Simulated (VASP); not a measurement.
A run of VASP 6.6.1:

Contents of INCAR:

```
PREC     = Accurate       # precision mode
ENCUT    = 560            # plane-wave cutoff, eV
EDIFF    = 1E-6           # SCF threshold, eV
ISMEAR   = -1             # smearing method
SIGMA    = 0.1            # smearing width, eV
LREAL    = F              # projectors in reciprocal space
LASPH    = T              # aspherical terms in the spheres
NELM     = 120            # most SCF steps
ALGO     = Normal         # electronic algorithm
ISIF     = 2              # what is computed and relaxed
LWAVE    = F              # write WAVECAR
LCHARG   = F              # write CHGCAR
NBANDS   = 22             # bands
GGA_COMPAT= F
```

The input KPOINTS:

```
Automatic mesh
0
Gamma
  5 5 3
```

The input POSCAR:

```
Re
1.0
    2.7391880258      0.0000000000      0.0000000000
   -1.3695940129      2.3722064161      0.0000000000
    0.0000000000      0.0000000000      4.4118668232
Re
2
Direct
    0.3333333333      0.6666666667      0.2500000000
    0.6666666667      0.3333333333      0.7500000000
```

Potentials or basis: VASP PAW LDA potentials, release 64 (Re_sv_GW).

Launch:

```sh
$ cat potpaw_LDA.64/Re_sv_GW/POTCAR > POTCAR
$ mpirun -np 1 vasp_std > vasp.out
```

Hardware: 1 thread of Intel(R) Xeon(R) 6975P-C (Granite Rapids), with other jobs on the host.

Q: Estimate the wall time of this run.

A: Run time: 4.5 s on 1 thread of Intel(R) Xeon(R) 6975P-C (Granite Rapids) (shared host), peak memory 0.14 GiB. Counts: scf iterations 12, k points 10.
